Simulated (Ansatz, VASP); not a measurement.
One calculation of CdS, two programs

```
CELL_PARAMETERS angstrom
4.15347 -0.03840 0.00889
-2.10999 3.61630 0.01582
0.01444 0.03799 6.71090
ATOMIC_POSITIONS crystal
Cd 0.33560 0.65131 0.00980
Cd 0.63539 0.32582 0.49687
S 0.39434 0.69385 0.38490
S 0.68005 0.34726 0.89191
```

Alike in both runs: task single point; functional PBE; k mesh 4 × 4 × 2; no spin polarisation.

|  | VASP | Ansatz |
| --- | --- | --- |
| version | VASP 6.6.1 | Ansatz 0.2.0 |
| potentials or method | VASP PAW PBE potentials, release 64 (Cd, S), cutoff 500 eV | plane waves, PAW |
| occupations | gaussian, width 0.01 eV | fixed |
| valence electrons in the cell | 36 | 52 |

Ansatz gave:

* pressure (GPa): 3.4
* traceless stress, the component that is largest in VASP (GPa): -2.60
* rms of the force components (eV/Å): 0.607

Question: Estimate VASP's values.

Answer: Pressure (GPa): 3.7; traceless stress, the component that is largest in VASP (GPa): -2.71; rms of the force components (eV/Å): 0.625.

Atom by atom the forces differ by 0.017 eV/Å (rms over components). VASP's potentials hold 36 valence electrons a cell and Ansatz's 52, so a difference there can come from the potentials and not from the codes. Ansatz's warnings: stress scf threshold loose.

The k mesh is coarse, so the values compare programs but aren't converged.
